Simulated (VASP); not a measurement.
# V3RuN (Pm-3m) in VASP: relaxation of cell and atoms with PBE

Aim: the relaxation of cell and atoms of V3RuN with PBE.

All numbers are computed with VASP 6.6.1; they aren't measurements. Logs are shortened: lines on timing, memory, paths and dates and some standing lists are left out, and cuts for length are marked.

### Step 1. The cell of the first run

It takes space group Pm-3m (No. 221, cubic). Conventional cell: a = 3.890 Å, b = 3.890 Å, c = 3.890 Å, α = 90.00°, β = 90.00°, γ = 90.00°. Within 3.6 Å of Ru (site symmetry m-3m) lie 12 V at 2.75 Å and 8 N at 3.37 Å. V (site symmetry 4/mmm) has 2 N at 1.94 Å within 2.6 Å. N (site symmetry m-3m) has 6 V at 1.94 Å within 2.6 Å.

### Step 2. Relaxation of cell and atoms, PBE, non-collinear spin, zero start, spin-orbit coupling

INCAR

```
  PREC = Accurate
  ENCUT = 600
  EDIFF = 1E-7
  ISMEAR = -1
  SIGMA = 0.1
  LREAL = False
  LASPH = True
  NELM = 150
  ALGO = Normal
  ISIF = 3
  LWAVE = False
  LCHARG = False
  MAGMOM = 0 0 0 0 0 0 0 0 0 0 0 0 0 0 0
  LORBIT = 11
  LSORBIT = True
  GGA_COMPAT = False
  LORBMOM = True
  LMAXMIX = 4
  GGA = PE
  IBRION = 2
  NSW = 60
  EDIFFG = -0.01
```

KPOINTS

```
Automatic mesh
0
Gamma
  5 5 5
  0.5 0.5 0.5
```

POSCAR

```
V3RuN
1.0
    3.8899709900      0.0000000000      0.0000000000
    0.0000000000      3.8899709900      0.0000000000
    0.0000000000      0.0000000000      3.8899709900
Ru V N
1 3 1
Direct
    0.0000000000      0.0000000000      0.0000000000
    0.0000000000      0.5000000000      0.5000000000
    0.5000000000      0.0000000000      0.5000000000
    0.5000000000      0.5000000000      0.0000000000
    0.5000000000      0.5000000000      0.5000000000
```

Potentials or basis: VASP PAW PBE potentials, release 64 (Ru_pv, V_sv, N).

The run is started by

```bash
$ cat potpaw_PBE.64/Ru_pv/POTCAR potpaw_PBE.64/V_sv/POTCAR potpaw_PBE.64/N/POTCAR > POTCAR
$ mpirun -np 1 vasp_ncl > vasp.out
```

OUTCAR:

```text
PREC = Accurate
   ENCUT = 600
   EDIFF = 1E-7
   ISMEAR = -1
   LREAL = False
   LASPH = True
   NELM = 150
   ISIF = 3
   LORBIT = 11
   LSORBIT = True
   GGA = PE
   IBRION = 2
   NSW = 60
   EDIFFG = -0.01

 ion  position               nearest neighbor table
   1  0.000  0.000  0.000-   2 2.75   3 2.75   4 2.75   2 2.75   3 2.75   2 2.75   4 2.75   2 2.75
                             3 2.75   4 2.75   3 2.75   4 2.75
   2  0.000  0.500  0.500-   5 1.94   5 1.94   4 2.75   1 2.75   1 2.75   4 2.75   1 2.75   3 2.75
                             1 2.75   3 2.75   4 2.75   3 2.75   4 2.75   3 2.75
   3  0.500  0.000  0.500-   5 1.94   5 1.94   4 2.75   1 2.75   1 2.75   4 2.75   2 2.75   4 2.75
                             2 2.75   4 2.75   1 2.75   2 2.75   1 2.75   2 2.75
   4  0.500  0.500  0.000-   5 1.94   5 1.94   3 2.75   1 2.75   2 2.75   3 2.75   2 2.75   1 2.75
                             3 2.75   3 2.75   1 2.75   2 2.75   2 2.75   1 2.75
   5  0.500  0.500  0.500-   2 1.94   3 1.94   4 1.94   4 1.94   3 1.94   2 1.94

  LATTYP: Found a simple cubic cell.
 ALAT       =     3.8899709900

  Lattice vectors:

 A1 = (   3.8899709900,   0.0000000000,   0.0000000000)
 A2 = (   0.0000000000,   3.8899709900,   0.0000000000)
 A3 = (   0.0000000000,   0.0000000000,   3.8899709900)

Analysis of symmetry for initial positions (statically):
=====================================================================
 Subroutine PRICEL returns:
 Original cell was already a primitive cell.

 Routine SETGRP: Setting up the symmetry group for a
 simple cubic supercell.

 Subroutine GETGRP returns: Found 48 space group operations
 (whereof 48 operations were pure point group operations)
 out of a pool of 48 trial point group operations.

The static configuration has the point symmetry O_h .

Analysis of symmetry for dynamics (positions and initial velocities):
=====================================================================
 Subroutine PRICEL returns:
 Original cell was already a primitive cell.

 Routine SETGRP: Setting up the symmetry group for a
 simple cubic supercell.

 Subroutine GETGRP returns: Found 48 space group operations
 (whereof 48 operations were pure point group operations)
 out of a pool of 48 trial point group operations.

The dynamic configuration has the point symmetry O_h .

Analysis of structural, dynamic, and magnetic symmetry:
=====================================================================
 Subroutine PRICEL returns:
 Original cell was already a primitive cell.

 Routine SETGRP: Setting up the symmetry group for a
 simple cubic supercell.

 Subroutine GETGRP returns: Found 48 space group operations
 (whereof 48 operations were pure point group operations)
 out of a pool of 48 trial point group operations.

The overall configuration has the point symmetry O_h .

 Subroutine INISYM returns: Found 48 space group operations
 (whereof 48 operations are pure point group operations),
 and found     1 'primitive' translations

----------------------------------------------------------------------------------------

                                     Primitive cell

  volume of cell :      58.8626

  direct lattice vectors                    reciprocal lattice vectors
     3.889970990  0.000000000  0.000000000     0.257071326  0.000000000  0.000000000
     0.000000000  3.889970990  0.000000000     0.000000000  0.257071326  0.000000000
     0.000000000  0.000000000  3.889970990     0.000000000  0.000000000  0.257071326

  length of vectors
     3.889970990  3.889970990  3.889970990     0.257071326  0.257071326  0.257071326

  position of ions in fractional coordinates (direct lattice)
     0.000000000  0.000000000  0.000000000
     0.000000000  0.500000000  0.500000000
     0.500000000  0.000000000  0.500000000
     0.500000000  0.500000000  0.000000000
     0.500000000  0.500000000  0.500000000

  ion indices of the primitive-cell ions
   primitive index   ion index
                 1           1
                 2           2
                 3           3
                 4           4
                 5           5

----------------------------------------------------------------------------------------

 KPOINTS: Automatic mesh

Automatic generation of k-mesh.
 Grid dimensions read from file:
 generate k-points for:    5    5    5
[... 96 lines left out ...]

 Free energy of the ion-electron system (eV)
  ---------------------------------------------------
  ext. energy  EPLUGINS =         0.00000000
  ---------------------------------------------------
  free energy    TOTEN  =       -47.61428398 eV

  energy without entropy =      -47.45801617  energy(sigma->0) =      -47.53615007

------------------------ aborting loop because EDIFF is reached ----------------------------------------

  FORCE on cell =-STRESS in cart. coord.  units (eV):
  Direction    XX          YY          ZZ          XY          YZ          ZX
  --------------------------------------------------------------------------------------
  -------------------------------------------------------------------------------------
  Total        1.9178958      1.9178958      1.9178958     -0.0000000     -0.0000000      0.0000000
  in kB       52.2031256     52.2031256     52.2031256     -0.0000000     -0.0000000      0.0000000
  external PRESSURE =      52.2031256 kB  Pullay stress =       0.0000000 kB
[... 73 lines left out ...]
 number of electron      58.0000031 magnetization       0.0000000      0.0000000     -0.0000000

 number of electron      58.0000031 magnetization      -0.0000000     -0.0000000      0.0000000

 Free energy of the ion-electron system (eV)
  ---------------------------------------------------
  ext. energy  EPLUGINS =         0.00000000
  ---------------------------------------------------
  free energy    TOTEN  =       -47.63357213 eV

  energy without entropy =      -47.47221074  energy(sigma->0) =      -47.55289143

 E-fermi :  10.5008     XC(G=0): -13.1802

 val. band max:       10.4044708113   @ k =   0.5000   0.5000   0.3000
 cond. band min:      10.5223039310   @ k =   0.3000   0.3000   0.1000
 fundamental gap:      0.1178331197
 Fermi energy:        10.5007927562

 k-point     1 :       0.1000    0.1000    0.1000
  band No.  band energies     occupation
      1     -53.9401      1.00000
      2     -53.9401      1.00000
      3     -53.8228      1.00000
      4     -53.8228      1.00000
      5     -53.8228      1.00000
      6     -53.8228      1.00000
[... 731 lines left out ...]
  FREE ENERGIE OF THE ION-ELECTRON SYSTEM (eV)
  ---------------------------------------------------
  free  energy   TOTEN  =       -47.6335721300 eV

  energy  without entropy=      -47.4722107393  energy(sigma->0) =      -47.55289143

 reached required accuracy - stopping structural energy minimisation

 orbital moment (x)

 # of ion     p       d       tot
 ----------------------------------------
  1         0.000   0.000   0.000
  2         0.000   0.000   0.000
  3         0.000  -0.000  -0.000
  4         0.000   0.000   0.000
  5        -0.000   0.000  -0.000
 ----------------------------------------
           -0.000   0.000   0.000

 orbital moment (y)

 # of ion     p       d       tot
 ----------------------------------------
  1         0.000  -0.000  -0.000
  2         0.000   0.000   0.000
  3         0.000   0.000   0.000
  4         0.000  -0.000  -0.000
  5         0.000   0.000   0.000
 ----------------------------------------
            0.000   0.000   0.000

 orbital moment (z)

 # of ion     p       d       tot
 ----------------------------------------
  1         0.000   0.000   0.000
  2         0.000  -0.000  -0.000
  3         0.000  -0.000  -0.000
  4         0.000   0.000   0.000
  5         0.000   0.000   0.000
 ----------------------------------------
            0.000  -0.000  -0.000

 Spin-Orbit-Coupling matrix elements

 Ion:    1  E_soc:     -0.2740860
 l=   1
     0.0000000    -0.0364252    -0.0364252
    -0.0364252     0.0000000    -0.0364252
    -0.0364252    -0.0364252     0.0000000
 l=   2
     0.0000000    -0.0014933     0.0000000    -0.0014933    -0.0077624
    -0.0014933     0.0000000    -0.0058218    -0.0014933    -0.0019406
     0.0000000    -0.0058218     0.0000000    -0.0058218     0.0000000
    -0.0014933    -0.0014933    -0.0058218     0.0000000    -0.0019406
    -0.0077624    -0.0019406     0.0000000    -0.0019406     0.0000000
 l=   3
     0.0000000     0.0000000     0.0000000     0.0000000     0.0000000     0.0000000     0.0000000
     0.0000000     0.0000000     0.0000000     0.0000000     0.0000000     0.0000000     0.0000000
     0.0000000     0.0000000     0.0000000     0.0000000     0.0000000     0.0000000     0.0000000
     0.0000000     0.0000000     0.0000000     0.0000000     0.0000000     0.0000000     0.0000000
[... 69 lines left out ...]
 l=   2
     0.0000000     0.0000000     0.0000000     0.0000000     0.0000000
     0.0000000     0.0000000     0.0000000     0.0000000     0.0000000
     0.0000000     0.0000000     0.0000000     0.0000000     0.0000000
     0.0000000     0.0000000     0.0000000     0.0000000     0.0000000
     0.0000000     0.0000000     0.0000000     0.0000000     0.0000000
 l=   3
     0.0000000     0.0000000     0.0000000     0.0000000     0.0000000     0.0000000     0.0000000
     0.0000000     0.0000000     0.0000000     0.0000000     0.0000000     0.0000000     0.0000000
     0.0000000     0.0000000     0.0000000     0.0000000     0.0000000     0.0000000     0.0000000
     0.0000000     0.0000000     0.0000000     0.0000000     0.0000000     0.0000000     0.0000000
     0.0000000     0.0000000     0.0000000     0.0000000     0.0000000     0.0000000     0.0000000
     0.0000000     0.0000000     0.0000000     0.0000000     0.0000000     0.0000000     0.0000000
     0.0000000     0.0000000     0.0000000     0.0000000     0.0000000     0.0000000     0.0000000

 total charge

# of ion       s       p       d       tot
------------------------------------------
    1        0.396   6.245   5.961  12.601
    2        2.285   6.275   3.082  11.643
    3        2.285   6.275   3.082  11.643
    4        2.285   6.275   3.082  11.643
    5        1.264   2.565   0.000   3.829
--------------------------------------------------
tot          8.516  27.634  15.208  51.357

 magnetization (x)

# of ion       s       p       d       tot
------------------------------------------
    1       -0.000  -0.000  -0.000  -0.000
    2        0.000  -0.000   0.000  -0.000
    3       -0.000   0.000  -0.000  -0.000
    4        0.000  -0.000   0.000   0.000
    5        0.000   0.000   0.000   0.000
--------------------------------------------------
tot          0.000  -0.000  -0.000  -0.000

 magnetization (y)

# of ion       s       p       d       tot
------------------------------------------
    1       -0.000  -0.000   0.000  -0.000
    2        0.000  -0.000  -0.000  -0.000
    3       -0.000  -0.000   0.000   0.000
    4       -0.000  -0.000   0.000  -0.000
    5        0.000  -0.000   0.000  -0.000
--------------------------------------------------
tot         -0.000  -0.000   0.000  -0.000

 magnetization (z)

# of ion       s       p       d       tot
------------------------------------------
    1        0.000  -0.000  -0.000  -0.000
    2        0.000   0.000  -0.000  -0.000
    3       -0.000  -0.000   0.000  -0.000
    4       -0.000   0.000   0.000  -0.000
    5        0.000   0.000   0.000   0.000
--------------------------------------------------
tot          0.000   0.000  -0.000  -0.000
```

Run time: 2.2 min. Hardware: 1 thread of Intel Xeon 6975P-C (Granite Rapids), shared host; peak memory 0.36 GiB.

What came out:

| Quantity | Value |
| --- | --- |
| Free energy | -47.6336 eV |
| Relaxed volume | 12.02 Å³/atom |
| Relaxed cell | a = 3.917 Å, b = 3.917 Å, c = 3.917 Å, α = 90.00°, β = 90.00°, γ = 90.00° |
| Space group after relaxing (to 0.05 Å) | Pm-3m (No. 221) |
| Energy gained by relaxing | 3.9 meV/atom |
| Ionic steps | 3 |
| Pressure after relaxing | 0.0 GPa |
| Net moment | 0.00 μB per cell |
| Valence electrons inside the program's atomic spheres | Ru 12.60; V 11.64; N 3.83 |

Step by step:
```tsv
step	energy change (eV)	largest force (eV/Å)	pressure (GPa)	volume (Å³)
1	0.0000	0.0000	5.22	58.86
2	0.0355	0.0000	-8.00	62.19
3	-0.0193	0.0000	-0.05	60.08
```

Final structure:
```
Ru V N
1.0
     3.91653    0.00000    0.00000
     0.00000    3.91653    0.00000
     0.00000    0.00000    3.91653
Ru V N
1 3 1
Direct
  0.00000 0.00000 0.00000
  0.00000 0.50000 0.50000
  0.50000 0.00000 0.50000
  0.50000 0.50000 0.00000
  0.50000 0.50000 0.50000
```

Moments on the atoms (μB; x, y, z):
```
Ru  0.00 0.00 0.00
V   0.00 0.00 0.00
V   0.00 0.00 0.00
V   0.00 0.00 0.00
N   0.00 0.00 0.00
```
